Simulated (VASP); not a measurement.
# C (P1) in VASP: single point with r2SCAN

Aim: the single point of C with r2SCAN.

Everything below comes from runs of VASP 6.6.1. Logs are shortened: lines on timing, memory, paths and dates and some standing lists are left out, and cuts for length are marked.

**1. The cell of the first run**

The typed cell holds 16 atoms: a = 5.035 Å, b = 5.035 Å, c = 5.035 Å, α = 60.00°, β = 60.00°, γ = 60.00°.

**2. Single point, r2SCAN (atoms moved at random)**

Input file POSCAR:

```
C
1.0
    0.0000000000      3.5602834138     -3.5602834138
    3.5602834138      3.5602834138      0.0000000000
    3.5602834138      0.0000000000     -3.5602834138
C
16
Direct
    0.2822668068      0.7152389585      0.2816529206
    0.2654883027      0.1735473980      0.2188573133
    0.8119282629      0.7600423481      0.1958158657
    0.8265891768      0.3044658944      0.1620348189
    0.2058071990      0.7341210447      0.7656660559
    0.3257423935      0.2213541246      0.6492124270
    0.7891083583      0.6896007033      0.7600064548
    0.7449804091      0.1915812363      0.7597223879
    0.1017095425      0.1527888400      0.1255556805
    0.0211471901      0.5835428020      0.2386371924
    0.5748877590      0.2792629260      0.1642332162
    0.5734639897      0.6011180582      0.1773874244
    0.1774742830      0.1793190810      0.5910436446
    0.0881016155      0.6763729367      0.5397402581
    0.5338864986      0.1260916526      0.7125961207
    0.6774182125      0.6115519956      0.6578382189
```

Input file INCAR.step1:

```
SYSTEM = C
ALGO     = Normal         ! electronic algorithm
EDIFF    = 1E-4           ! SCF threshold, eV
ENCUT    = 520            ! plane-wave cutoff, eV
GGA      = PE             ! functional
ISMEAR   = 0              ! smearing method
LASPH    = .TRUE.         ! aspherical terms in the spheres
LCHARG   = .FALSE.        ! write CHGCAR
LREAL    = Auto         
LWAVE    = .TRUE.         ! write WAVECAR
NBANDS   = 46             ! bands
NELM     = 60             ! most SCF steps
PREC     = Accurate       ! precision mode
SIGMA    = 0.05           ! smearing width, eV
```

Input file INCAR.step2:

```
SYSTEM = C
ALGO     = Normal         ! electronic algorithm
EDIFF    = 1E-7           ! SCF threshold, eV
ENCUT    = 520            ! plane-wave cutoff, eV
ISIF     = 2              ! what is computed and relaxed
ISMEAR   = 0              ! smearing method
ISTART   = 1            
LASPH    = .TRUE.         ! aspherical terms in the spheres
LCHARG   = .FALSE.        ! write CHGCAR
LMIXTAU  = .TRUE.       
LREAL    = Auto         
LWAVE    = .FALSE.        ! write WAVECAR
METAGGA  = R2SCAN         ! meta-GGA
NBANDS   = 46             ! bands
NELM     = 60             ! most SCF steps
PREC     = Accurate       ! precision mode
SIGMA    = 0.05           ! smearing width, eV
```

Input file KPOINTS:

```
k-points
0
G
  6 6 6
  0 0 0
```

Potentials or basis: VASP PAW PBE potentials, release 64 (C).

Command:

```bash
$ cat potpaw_PBE.64/C/POTCAR > POTCAR
$ cp INCAR.step1 INCAR
$ mpirun -np 1 vasp_std > vasp.out
$ cp INCAR.step2 INCAR
$ mpirun -np 1 vasp_std > vasp.out
```

OUTCAR:

```text
SYSTEM = C
   EDIFF = 1E-7
   ENCUT = 520
   ISIF = 2
   ISMEAR = 0
   ISTART = 1
   LASPH = .TRUE.
   LREAL = Auto
   METAGGA = R2SCAN
   NELM = 60
   PREC = Accurate

 ion  position               nearest neighbor table
   1  0.282  0.715  0.282-  14 1.16  12 1.20   9 1.81  10 1.87
   2  0.265  0.174  0.219-   9 1.20  13 1.71  11 1.74  10 1.82
   3  0.812  0.760  0.196-  10 1.02  12 1.80  16 1.90
   4  0.827  0.304  0.162-   9 1.17  11 1.33  12 1.41   7 2.00
   5  0.206  0.734  0.766-  14 1.70  13 1.91  10 1.95  16 1.97
   6  0.326  0.221  0.649-  15 1.05  13 1.06  14 1.91   9 2.00  11 2.05
   7  0.789  0.690  0.760-  16 1.20  14 1.34  12 1.75  15 1.87   4 2.00
   8  0.745  0.192  0.760-  15 1.41  16 1.79  13 1.88  11 1.96
   9  0.102  0.153  0.126-   4 1.17   2 1.20   1 1.81   6 2.00
  10  0.021  0.584  0.239-   3 1.02   2 1.82   1 1.87   5 1.95  16 1.97  14 2.00  13 2.02
  11  0.575  0.279  0.164-   4 1.33  12 1.65   2 1.74   8 1.96   6 2.05
  12  0.573  0.601  0.177-   1 1.20   4 1.41  11 1.65   7 1.75   3 1.80
  13  0.177  0.179  0.591-   6 1.06   2 1.71   8 1.88   5 1.91  10 2.02  15 2.03
  14  0.088  0.676  0.540-   1 1.16   7 1.34   5 1.70   6 1.91  16 2.00  10 2.00
  15  0.534  0.126  0.713-   6 1.05   8 1.41   7 1.87  13 2.03
  16  0.677  0.612  0.658-   7 1.20   8 1.79   3 1.90  10 1.97   5 1.97  14 2.00

 -----------------------------------------------------------------------------
|                                                                             |
|           W    W    AA    RRRRR   N    N  II  N    N   GGGG   !!!           |
|           W    W   A  A   R    R  NN   N  II  NN   N  G    G  !!!           |
|           W    W  A    A  R    R  N N  N  II  N N  N  G       !!!           |
|           W WW W  AAAAAA  RRRRR   N  N N  II  N  N N  G  GGG   !            |
|           WW  WW  A    A  R   R   N   NN  II  N   NN  G    G                |
|           W    W  A    A  R    R  N    N  II  N    N   GGGG   !!!           |
|                                                                             |
|     The distance between some ions is very small. Please check the          |
|     nearest-neighbor list in the OUTCAR file.                               |
|     I HOPE YOU KNOW WHAT YOU ARE DOING!                                     |
|                                                                             |
 -----------------------------------------------------------------------------

  LATTYP: Found a face centered cubic cell.
 ALAT       =     7.1205668276

  Lattice vectors:

 A1 = (   0.0000000000,   3.5602834138,  -3.5602834138)
 A2 = (   3.5602834138,   3.5602834138,   0.0000000000)
 A3 = (   3.5602834138,   0.0000000000,  -3.5602834138)

Analysis of symmetry for initial positions (statically):
=====================================================================
 Subroutine PRICEL returns:
 Original cell was already a primitive cell.
[... 166 lines left out ...]
   EFERMI_NEDOS =   21; number of points for ismear=-14 and -15
   IALGO  =     38    algorithm
   IMIX   =      4    mixing-type and parameters
     AMIX     =   0.40;   BMIX     =  1.00
     AMIX_MAG =   1.60;   BMIX_MAG =  1.00
  volume/ion in A,a.u.               =       5.64        38.07
  Fermi-wavevector in a.u.,A,eV,Ry     =   1.459846  2.758708 28.996044  2.131149
  Thomas-Fermi vector in A             =   2.576365
   LORBIT       =      0    0 simple, 1 ext, 2 COOP (PROOUT), +10 PAW based schemes
   METAGGA = R2SCAN    functional components
   LHFCALC =     F    Hartree Fock is set to
   AEXX    =    0.0000 exact exchange contribution
   IVDW    =     0    specifies the selected vdW correction
   LEPSILON=     F    determine dielectric tensor
   LRPA    =     F    only Hartree local field effects (RPA)
 non-spin polarized calculation
 Gauss-broadening in eV      SIGMA  =   0.05
  energy-cutoff  :      520.00
  volume of cell :       90.26
 maximum number of plane-waves:      2452
 NGX is ok and might be reduce to    40
   NGX = 19   NGY = 19   NGZ = 19

 number of electron      63.9999999 magnetization

 Free energy of the ion-electron system (eV)
  ---------------------------------------------------
  ext. energy  EPLUGINS =         0.00000000
  ---------------------------------------------------
  free energy    TOTEN  =       -95.82718839 eV

  energy without entropy =      -95.82434213  energy(sigma->0) =      -95.82576526

 E-fermi :  10.4487     XC(G=0): -14.2356

 val. band max:       10.4398370971   @ k =   0.0000  -0.1667   0.1667
 cond. band min:      10.4522234733   @ k =   0.5000   0.3333   0.5000
 fundamental gap:      0.0123863762
 Fermi energy:        10.4486692441

 k-point     1 :       0.0000    0.0000    0.0000
  band No.  band energies     occupation
      1     -14.6008      2.00000
      2     -10.2189      2.00000
      3      -9.8332      2.00000
      4      -9.5120      2.00000
      5      -9.2225      2.00000
      6      -7.9708      2.00000
[... 1117 lines left out ...]
     43      16.4021      0.00000
     44      16.6430      0.00000

 [... further k-points ...]

 [bands above 44 left out]

------------------------ aborting loop because EDIFF is reached ----------------------------------------

  FORCE on cell =-STRESS in cart. coord.  units (eV):
  Direction    XX          YY          ZZ          XY          YZ          ZX
  --------------------------------------------------------------------------------------
  -------------------------------------------------------------------------------------
  Total       71.5949197     78.8413675    137.7785237    -11.0079819    -40.4353222     12.3622314
  in kB     1270.8932698   1399.5261647   2445.7293799   -195.4045081   -717.7740966    219.4440152
  external PRESSURE =    1705.3829381 kB  Pullay stress =       0.0000000 kB

 VOLUME and BASIS-vectors are now :
 -----------------------------------------------------------------------------
  energy-cutoff  :      520.00
  volume of cell :       90.26
      direct lattice vectors                 reciprocal lattice vectors
     0.000000000  3.560283414 -3.560283414    -0.140438258  0.140438258 -0.140438258
     3.560283414  3.560283414  0.000000000     0.140438258  0.140438258  0.140438258
     3.560283414  0.000000000 -3.560283414     0.140438258 -0.140438258 -0.140438258

 POSITION                                       TOTAL-FORCE (eV/Angst)
 -----------------------------------------------------------------------------------
      3.54922      3.55140     -2.00771        -2.717526      4.636865     12.269274
      1.39707      1.56309     -1.72441        12.471296     11.638594    -12.142977
      3.40313      5.59666     -3.58785        21.039242     -7.192848     34.635412
      1.66087      4.02688     -3.51978         5.245122     -8.989712      8.088397
      5.33967      3.34641     -3.45872        -0.581931      3.995875     -1.070208
      3.09946      1.94782     -3.47112        12.553083      6.172245      7.014038
[... 8 lines left out ...]
      2.98597      2.34971     -4.43783        -3.541391     17.121074    -33.804167
      4.51939      4.58910     -4.75389        -8.156900    -13.754649     12.181367
 -----------------------------------------------------------------------------------
    total drift:                               -0.012292      0.010169     -0.002700

  FREE ENERGIE OF THE ION-ELECTRON SYSTEM (eV)
  ---------------------------------------------------
  free  energy   TOTEN  =       -95.8271883927 eV

  energy  without entropy=      -95.8243421344  energy(sigma->0) =      -95.82576526
```

Run time: 17 min. Hardware: 1 thread of Intel Xeon 6975P-C (Granite Rapids), shared host; peak memory 0.43 GiB.

What came out:

```
Free energy            : -95.8272 eV
Pressure               : 170.5 GPa
Largest force          : 41.361 eV/Å
Band gap on the k mesh : zero (bands 32 and 33 overlap by 0.64 eV)
```

Forces on the atoms (eV/Å):
```
C    -2.718   4.637  12.269
C    12.471  11.639 -12.143
C    21.039  -7.193  34.635
C     5.245  -8.990   8.088
C    -0.582   3.996  -1.070
C    12.553   6.172   7.014
C     7.693   4.741  -1.039
C     3.942   3.770   0.464
C   -10.352  -0.753  -5.120
C   -21.982   8.617 -32.262
C    -7.012  -5.595   4.039
C    -8.320  11.758  -5.735
C   -16.809 -28.965  24.274
C    16.531  -7.200 -11.792
C    -3.541  17.121 -33.804
C    -8.157 -13.755  12.181
```

Stress tensor (GPa, compression positive):
```
127.09 -19.54  21.94
-19.54 139.95 -71.78
 21.94 -71.78 244.57
```

Levels at points of the mesh, in eV from the Fermi level:
```tsv
k point	band 28	band 29	band 30	band 31	band 32	band 33	band 34	band 35	band 36	band 37
(0.00, 0.00, 0.00)	-1.92	-1.74	-1.28	-0.64	-0.16	0.64	0.71	1.51	1.73	2.45
(0.50, 0.00, 0.00)	-3.10	-2.19	-1.47	-0.88	0.16	0.43	0.93	1.18	1.61	1.77
(0.00, 0.50, 0.00)	-3.08	-2.80	-2.49	-1.67	-0.56	0.32	0.90	1.51	2.15	2.66
(0.00, 0.00, 0.50)	-3.05	-2.76	-2.51	-1.43	-0.89	0.61	1.29	1.60	1.63	2.30
(0.50, 0.50, 0.50)	-3.03	-2.25	-1.84	-1.11	0.20	0.41	0.73	1.57	1.90	2.68
(0.50, 0.50, 0.00)	-3.26	-2.70	-1.43	-1.01	-0.44	-0.29	0.38	1.28	1.97	2.09
(0.00, 0.50, 0.50)	-3.18	-3.08	-2.67	-1.63	-0.94	0.76	0.93	1.30	2.30	2.68
(0.50, 0.00, 0.50)	-2.83	-1.97	-1.36	-0.55	-0.22	0.17	0.20	1.02	1.67	2.60
```

Caveat: the cell differs from its parent crystal (atoms moved at random); atoms lie so close that the PAW spheres overlap strongly, which falsifies energies and pressures; the stress differs along the axes, from 127 to 245 GPa; the PAW data sets were made with another functional, which shifts forces and pressure a little.
